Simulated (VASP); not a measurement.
# Si16Au (a cell with a defect) in VASP: notebook

Runs on Si16Au (a cell with a defect). Level: r2SCAN. Tasks: single point.

Everything below comes from runs of VASP 6.6.1. Logs are shortened: lines on timing, memory, paths and dates and some standing lists are left out, and cuts for length are marked.

## (1) The cell of the first run

The cell holds a defect, 17 atoms: a = 7.699 Å, b = 7.699 Å, c = 7.699 Å, α = 60.00°, β = 60.00°, γ = 60.00°.

## (2) Single point, r2SCAN

File POSCAR:

```
Si16Au
1.0
    0.0000000000      5.4437023800     -5.4437023800
    5.4437023800      5.4437023800      0.0000000000
    5.4437023800      0.0000000000     -5.4437023800
Si Au
16 1
Direct
    0.1457254539      0.1166674729      0.1211743321
    0.1179988278      0.6506660822      0.1175886291
    0.5567420458      0.1438647717      0.1525265237
    0.6384069623      0.6233648100      0.1196043528
    0.1418428941      0.1168949835      0.6234961545
    0.1462117957      0.6145801637      0.6208593461
    0.6466560356      0.1048957052      0.6268136577
    0.6369697052      0.6225409222      0.6230128437
    0.2679002999      0.7440097230      0.2492969684
    0.1892569483      0.2848347304      0.2658746564
    0.7305125671      0.7673183999      0.2531890805
    0.7197711643      0.2574828494      0.2643476626
    0.2661398252      0.7441975548      0.7428780484
    0.2768580820      0.2424087336      0.7422038749
    0.7731429285      0.7339951234      0.7475065160
    0.7212062170      0.2559111250      0.7643116228
   -0.0621427250      0.0790655826     -0.0036362201
```

File INCAR.step1:

```
PREC = Accurate
ENCUT = 520
ISMEAR = 0
SIGMA = 0.02
LREAL = Auto
LASPH = True
NELM = 80
NELECT = 74.0
NBANDS = 52
GGA = PE
ALGO = Normal
EDIFF = 1E-4
LWAVE = True
LCHARG = False
```

File INCAR.step2:

```
PREC = Accurate
ENCUT = 520
EDIFF = 1E-7
ISMEAR = 0
SIGMA = 0.02
LREAL = Auto
LASPH = True
NELM = 80
ALGO = Normal
ISIF = 2
LWAVE = False
LCHARG = False
METAGGA = R2SCAN
LMIXTAU = True
NELECT = 74.0
NBANDS = 52
ISTART = 1
```

File KPOINTS:

```
regular mesh
0
Gamma
  2 2 2
```

Potentials or basis: VASP PAW PBE potentials, release 64 (Si, Au).

Command:

```
cat potpaw_PBE.64/Si/POTCAR potpaw_PBE.64/Au/POTCAR > POTCAR
cp INCAR.step1 INCAR
mpirun -np 1 vasp_std > vasp.out
cp INCAR.step2 INCAR
mpirun -np 1 vasp_std > vasp.out
```

OUTCAR:

```text
PREC = Accurate
   ENCUT = 520
   EDIFF = 1E-7
   ISMEAR = 0
   LREAL = Auto
   LASPH = True
   NELM = 80
   ISIF = 2
   METAGGA = R2SCAN
   NELECT = 74.0
   ISTART = 1

 ion  position               nearest neighbor table
   1  0.146  0.117  0.121-  10 2.30   9 2.34  14 2.38  17 2.42  12 2.68
   2  0.118  0.651  0.118-  10 2.32  13 2.37   9 2.37  11 2.44  17 2.70
   3  0.557  0.144  0.153-  10 2.31  11 2.39  17 2.43  16 2.45  12 2.45
   4  0.638  0.623  0.120-  12 2.32   9 2.33  11 2.33  15 2.34
   5  0.142  0.117  0.623-  10 2.30  13 2.34  14 2.38  17 2.43  16 2.64
   6  0.146  0.615  0.621-   9 2.34  13 2.34  14 2.34  15 2.35
   7  0.647  0.105  0.627-  12 2.30  16 2.30  14 2.33  15 2.33
   8  0.637  0.623  0.623-  16 2.32  13 2.33  11 2.33  15 2.34
   9  0.268  0.744  0.249-   4 2.33   6 2.34   1 2.34   2 2.37  17 3.20
  10  0.189  0.285  0.266-   1 2.30   5 2.30   3 2.31   2 2.32
  11  0.731  0.767  0.253-   4 2.33   8 2.33   3 2.39   2 2.44  17 2.85
  12  0.720  0.257  0.264-   7 2.30   4 2.32   3 2.45  17 2.45   1 2.68
  13  0.266  0.744  0.743-   8 2.33   6 2.34   5 2.34   2 2.37  17 3.23
  14  0.277  0.242  0.742-   7 2.33   6 2.34   1 2.38   5 2.38  17 2.82
  15  0.773  0.734  0.748-   7 2.33   4 2.34   8 2.34   6 2.35
  16  0.721  0.256  0.764-   7 2.30   8 2.32   3 2.45  17 2.47   5 2.64
  17  0.938  0.079  0.996-   1 2.42   5 2.43   3 2.43  12 2.45  16 2.47   2 2.70  14 2.82  11 2.85
                             9 3.20  13 3.23

  LATTYP: Found a face centered cubic cell.
 ALAT       =    10.8874047600

  Lattice vectors:

 A1 = (   0.0000000000,   5.4437023800,  -5.4437023800)
 A2 = (   5.4437023800,   5.4437023800,   0.0000000000)
 A3 = (   5.4437023800,   0.0000000000,  -5.4437023800)

Analysis of symmetry for initial positions (statically):
=====================================================================
 Subroutine PRICEL returns:
 Original cell was already a primitive cell.

 Routine SETGRP: Setting up the symmetry group for a
 face centered cubic supercell.

 Subroutine GETGRP returns: Found  1 space group operations
 (whereof  1 operations were pure point group operations)
 out of a pool of 48 trial point group operations.

The static configuration has the point symmetry C_1 .

Analysis of symmetry for dynamics (positions and initial velocities):
=====================================================================
 Subroutine PRICEL returns:
 Original cell was already a primitive cell.

 Routine SETGRP: Setting up the symmetry group for a
 face centered cubic supercell.

 Subroutine GETGRP returns: Found  1 space group operations
 (whereof  1 operations were pure point group operations)
 out of a pool of 48 trial point group operations.

The dynamic configuration has the point symmetry C_1 .

 Subroutine INISYM returns: Found  1 space group operations
 (whereof  1 operations are pure point group operations),
 and found     1 'primitive' translations

----------------------------------------------------------------------------------------

                                     Primitive cell

  volume of cell :     322.6362

  direct lattice vectors                    reciprocal lattice vectors
     0.000000000  5.443702380 -5.443702380    -0.091849254  0.091849254 -0.091849254
     5.443702380  5.443702380  0.000000000     0.091849254  0.091849254  0.091849254
     5.443702380  0.000000000 -5.443702380     0.091849254 -0.091849254 -0.091849254

  length of vectors
     7.698557735  7.698557735  7.698557735     0.159087574  0.159087574  0.159087574

  position of ions in fractional coordinates (direct lattice)
     0.145725454  0.116667473  0.121174332
     0.117998828  0.650666082  0.117588629
     0.556742046  0.143864772  0.152526524
     0.638406962  0.623364810  0.119604353
     0.141842894  0.116894984  0.623496155
     0.146211796  0.614580164  0.620859346
[... 9 lines left out ...]
     0.721206217  0.255911125  0.764311623
     0.937857275  0.079065583  0.996363780

  ion indices of the primitive-cell ions
   primitive index   ion index
                 1           1
                 2           2
                 3           3
                 4           4
                 5           5
                 6           6
[... 9 lines left out ...]
                16          16
                17          17

----------------------------------------------------------------------------------------

 KPOINTS: regular mesh

Automatic generation of k-mesh.
 Grid dimensions read from file:
 generate k-points for:    2    2    2

 Generating k-lattice:

  Cartesian coordinates                     Fractional coordinates (reciprocal lattice)
    -0.045924627  0.045924627 -0.045924627     0.500000000  0.000000000  0.000000000
     0.045924627  0.045924627  0.045924627     0.000000000  0.500000000  0.000000000
     0.045924627 -0.045924627 -0.045924627     0.000000000  0.000000000  0.500000000

  Length of vectors
     0.079543787  0.079543787  0.079543787

  Shift w.r.t. Gamma in fractional coordinates (k-lattice)
     0.000000000  0.000000000  0.000000000

 Subroutine IBZKPT returns following result:
 ===========================================

 Found      8 irreducible k-points:

 Following reciprocal coordinates:
            Coordinates               Weight
  0.000000  0.000000  0.000000      1.000000
  0.500000  0.000000  0.000000      1.000000
  0.000000  0.500000  0.000000      1.000000
  0.000000  0.000000  0.500000      1.000000
  0.500000  0.500000  0.500000      1.000000
  0.500000  0.500000  0.000000      1.000000
  0.000000  0.500000  0.500000      1.000000
  0.500000  0.000000  0.500000      1.000000
   k-points           NKPTS =      8   k-points in BZ     NKDIM =      8   number of bands    NBANDS=     52
   number of dos      NEDOS =    301   number of ions     NIONS =     17
   total plane-waves  NPLWV = 216000
   dimension x,y,z NGX =    60 NGY =   60 NGZ =   60
   dimension x,y,z NGXF=   120 NGYF=  120 NGZF=  120
   ions per type =              16   1
   NGX,Y,Z   is equivalent  to a cutoff of  12.96, 12.96, 12.96 a.u.
   NGXF,Y,Z  is equivalent  to a cutoff of  25.91, 25.91, 25.91 a.u.
 SYSTEM =  unknown system
   PREC   = accura    normal or accurate (medium, high low for compatibility)
   ISTART =      1    job   : 0-new  1-cont  2-samecut
   ICHARG =      0    charge: 1-file 2-atom 10-const
   ISPIN  =      1    spin polarized calculation?
   LNONCOLLINEAR =      F non collinear calculations
   LSORBIT =      F    spin-orbit coupling
   LASPH  =      T    aspherical Exc in radial PAW
   ENCUT  =  520.0 eV  38.22 Ry    6.18 a.u.  14.31 14.31 14.31*2*pi/ulx,y,z
   NELM   =     80;   NELMIN=  2; NELMDL=  0     # of ELM steps
   EDIFF  = 0.1E-06   stopping-criterion for ELM
   LREAL  =      T    real-space projection
   EDIFFG = 0.1E-05   stopping-criterion for IOM
   NSW    =      0    number of steps for IOM
   IBRION =     -1    ionic relax: 0-MD 1-quasi-New 2-CG
   NFREE  =      0    steps in history (QN), initial steepest desc. (CG)
   ISIF   =      2    stress and relaxation
   ISYM   =      2    0-nonsym 1-usesym 2-fastsym
   POTIM  = 0.5000    time-step for ionic-motion
   TEBEG  =    0.0;   TEEND  =   0.0 temperature during run
   PSTRESS=    0.0 pullay stress
   NELECT =      74.0000    total number of electrons
   NUPDOWN=      -1.0000    fix difference up-down
   EMIN   =  10.00;   EMAX   =-10.00  energy-range for DOS
   EFERMI =   0.00;   METHOD = LEGACY
   ISMEAR =     0;   SIGMA  =   0.02  broadening in eV -4-tet -1-fermi 0-gaus
   EFERMI_NEDOS =   21; number of points for ismear=-14 and -15
   IALGO  =     38    algorithm
   IMIX   =      4    mixing-type and parameters
     AMIX     =   0.40;   BMIX     =  1.00
     AMIX_MAG =   1.60;   BMIX_MAG =  1.00
  volume/ion in A,a.u.               =      18.98       128.07
  Fermi-wavevector in a.u.,A,eV,Ry     =   1.002108  1.893709 13.663238  1.004220
  Thomas-Fermi vector in A             =   2.134573
   LORBIT       =      0    0 simple, 1 ext, 2 COOP (PROOUT), +10 PAW based schemes
   METAGGA = R2SCAN    functional components
   LHFCALC =     F    Hartree Fock is set to
   AEXX    =    0.0000 exact exchange contribution
   IVDW    =     0    specifies the selected vdW correction
   LEPSILON=     F    determine dielectric tensor
   LRPA    =     F    only Hartree local field effects (RPA)
 non-spin polarized calculation
 Gauss-broadening in eV      SIGMA  =   0.02
  energy-cutoff  :      520.00
  volume of cell :      322.64
 maximum number of plane-waves:      8694
 NGX is ok and might be reduce to    60
   NGX = 29   NGY = 29   NGZ = 29

 number of electron      73.9999998 magnetization

 Free energy of the ion-electron system (eV)
  ---------------------------------------------------
  ext. energy  EPLUGINS =         0.00000000
  ---------------------------------------------------
  free energy    TOTEN  =      -193.73160429 eV

  energy without entropy =     -193.73160429  energy(sigma->0) =     -193.73160429

 E-fermi :   6.3975     XC(G=0): -10.1887

 val. band max:        6.2551505846   @ k =   0.0000   0.0000   0.0000
 cond. band min:       7.0724026630   @ k =   0.5000   0.0000   0.0000
 fundamental gap:      0.8172520784
 Fermi energy:         6.3974735451

 k-point     1 :       0.0000    0.0000    0.0000
  band No.  band energies     occupation
      1      -6.4625      2.00000
      2      -4.0165      2.00000
      3      -3.8851      2.00000
      4      -3.8505      2.00000
      5      -3.7780      2.00000
      6      -2.7267      2.00000
[... 41 lines left out ...]
     48       8.7423      0.00000
     49       9.2170      0.00000

 k-point     2 :       0.5000    0.0000    0.0000
  band No.  band energies     occupation
      1      -5.7086      2.00000
      2      -5.4855      2.00000
      3      -3.9084      2.00000
      4      -3.5524      2.00000
      5      -3.4958      2.00000
      6      -3.4437      2.00000
[... 304 lines left out ...]
 k-point     8 :       0.5000    0.0000    0.5000
  band No.  band energies     occupation
      1      -5.5356      2.00000
      2      -5.1367      2.00000
      3      -4.4149      2.00000
      4      -4.1782      2.00000
      5      -4.1275      2.00000
      6      -4.0737      2.00000
[... 41 lines left out ...]
     48      10.7990      0.00000
     49      10.9521      0.00000
 [bands above 49 left out]

------------------------ aborting loop because EDIFF is reached ----------------------------------------

  FORCE on cell =-STRESS in cart. coord.  units (eV):
  Direction    XX          YY          ZZ          XY          YZ          ZX
  --------------------------------------------------------------------------------------
  -------------------------------------------------------------------------------------
  Total       -0.5488798     -1.8576581     -0.6879007     -1.6543502     -1.6620966      0.9582732
  in kB       -2.7256790     -9.2249337     -3.4160423     -8.2153281     -8.2537962      4.7586836
  external PRESSURE =      -5.1222183 kB  Pullay stress =       0.0000000 kB

 VOLUME and BASIS-vectors are now :
 -----------------------------------------------------------------------------
  energy-cutoff  :      520.00
  volume of cell :      322.64
      direct lattice vectors                 reciprocal lattice vectors
     0.000000000  5.443702380 -5.443702380    -0.091849254  0.091849254 -0.091849254
     5.443702380  5.443702380  0.000000000     0.091849254  0.091849254  0.091849254
     5.443702380  0.000000000 -5.443702380     0.091849254 -0.091849254 -0.091849254

 POSITION                                       TOTAL-FORCE (eV/Angst)
 -----------------------------------------------------------------------------------
      1.29474      1.42839     -1.45292         0.011713      0.017128     -0.061985
      4.18215      4.18438     -1.28247         0.058637     -0.011036      0.058846
      1.61347      3.81389     -3.86105        -0.036343     -0.025735     -0.039560
      4.04450      6.86871     -4.12639         0.013800     -0.041891     -0.005788
      4.03047      1.40849     -4.16628        -0.073793      0.026434      0.011472
      6.72536      4.14153     -4.17571        -0.004145     -0.033543     -0.016324
[... 9 lines left out ...]
      5.55379      5.31914     -8.08672        -0.015957     -0.028037      0.034676
      5.85432      5.53583    -10.52932         0.070217      0.242713      0.113315
 -----------------------------------------------------------------------------------
    total drift:                                0.000519     -0.002948     -0.000703

  FREE ENERGIE OF THE ION-ELECTRON SYSTEM (eV)
  ---------------------------------------------------
  free  energy   TOTEN  =      -193.7316042941 eV

  energy  without entropy=     -193.7316042941  energy(sigma->0) =     -193.73160429
```

Run time: 18 min. Hardware: 1 thread of Intel Xeon Platinum 8488C (Sapphire Rapids), shared host; peak memory 0.57 GiB.

Results:

```
Free energy   : -193.7316 eV
Largest force : 0.277 eV/Å
```

Forces on the atoms (eV/Å):
```
Si   0.012  0.017 -0.062
Si   0.059 -0.011  0.059
Si  -0.036 -0.026 -0.040
Si   0.014 -0.042 -0.006
Si  -0.074  0.026  0.011
Si  -0.004 -0.034 -0.016
Si  -0.038 -0.048 -0.026
Si   0.007 -0.029  0.011
Si   0.026 -0.038 -0.004
Si  -0.007  0.071 -0.004
Si  -0.019  0.009 -0.023
Si   0.036 -0.029 -0.019
Si  -0.006 -0.032  0.016
Si  -0.006 -0.002 -0.017
Si  -0.016 -0.048 -0.027
Si  -0.016 -0.028  0.035
Au   0.070  0.243  0.113
```

Caveat: the k points lie up to 0.50 Å⁻¹ apart; the cell carries a net charge on a neutralising background, which shifts energy and pressure; the cell is charged against a uniform background, so pressure and absolute levels hang on convention; the PAW data sets were made with another functional, which shifts forces and pressure a little; spin-orbit coupling is left out, which moves the levels of the heavy elements.

(Continued in part 2 of 2.)
